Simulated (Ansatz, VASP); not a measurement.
One calculation of CdSe, two programs

INCAR

```
PREC = Accurate
ENCUT = 520
EDIFF = 1E-8
ISMEAR = -1
SIGMA = 0.02
LREAL = F
LASPH = T
NELM = 150
ALGO = Normal
ISIF = 2
LWAVE = F
LCHARG = F
MAGMOM = 0 0 0 0 0 0 0 0 0 0 0 0
LORBIT = 11
LSORBIT = T
GGA_COMPAT = F
LORBMOM = T
GGA = PE
LEFG = T
NBANDS = 50
```

Contents of KPOINTS:

```
regular mesh
0
Gamma
  8 8 4
```

The input POSCAR:

```
CdSe
1.0
    4.3000000000      0.0000000000      0.0000000000
   -2.1500000000      3.7239092363      0.0000000000
    0.0000000000      0.0000000000      7.0200000000
Cd Se
2 2
Direct
    0.3333333333      0.6666666667      0.0048632273
    0.6666666667      0.3333333333      0.5048632273
    0.3333333333      0.6666666667      0.3801367727
    0.6666666667      0.3333333333      0.8801367727
```

Input for Ansatz:

```yaml
crystal:
  lattice:
    - [4.3, 0.0, 0.0]
    - [-2.15, 3.7239092363, 0.0]
    - [0.0, 0.0, 7.02]
  atoms:
    - { symbol: Cd, position: [0.3333333333, 0.6666666667, 0.0048632273] }
    - { symbol: Cd, position: [0.6666666667, 0.3333333333, 0.5048632273] }
    - { symbol: Se, position: [0.3333333333, 0.6666666667, 0.3801367727] }
    - { symbol: Se, position: [0.6666666667, 0.3333333333, 0.8801367727] }
kpoints:
  mp_grid: { grid: [8, 8, 4] }
scf:
  occupations: { method: fermi_dirac, width: 0.02 }
hamiltonian:
  xc: pbe
  pseudopotentials: { kind: paw_fr }
output:
  forces: true
  stress: true
  populations: true
  efg: { contact_densities: true }
magnetization:
  noncollinear: true
  spin_orbit: true
```

Alike in both runs: task electric field gradients; functional PBE; k mesh 8 × 8 × 4; occupations fermi-dirac, width 0.02 eV; non-collinear spin, spin-orbit coupling.

|  | VASP | Ansatz |
| --- | --- | --- |
| version | VASP 6.6.1 | Ansatz 0.2.0 |
| potentials or method | VASP PAW PBE potentials, release 64 (Cd, Se) | plane-wave PAW |
| plane-wave cutoff (eV) | 520 | 420 |
| valence electrons in the cell | 36 | 72 |

|  | VASP | Ansatz | Ansatz less VASP |
| --- | --- | --- | --- |
| pressure (GPa) | 3.2 | 2.9 | -0.34 |
| traceless stress, the component that is largest in VASP (GPa) | 0.07 | 0.07 | -0.003 |
| rms of the force components (eV/Å) | 0.005 | 0.005 | +0.0005 |
| size of Vzz on the site where it differs most (V/Å²) | 1.0 | 0.8 | -0.20 |

Atom by atom the forces differ by 0.000 eV/Å (rms over components). VASP's potentials hold 36 valence electrons a cell and Ansatz's 72, so a difference there can come from the potentials and not from the codes.
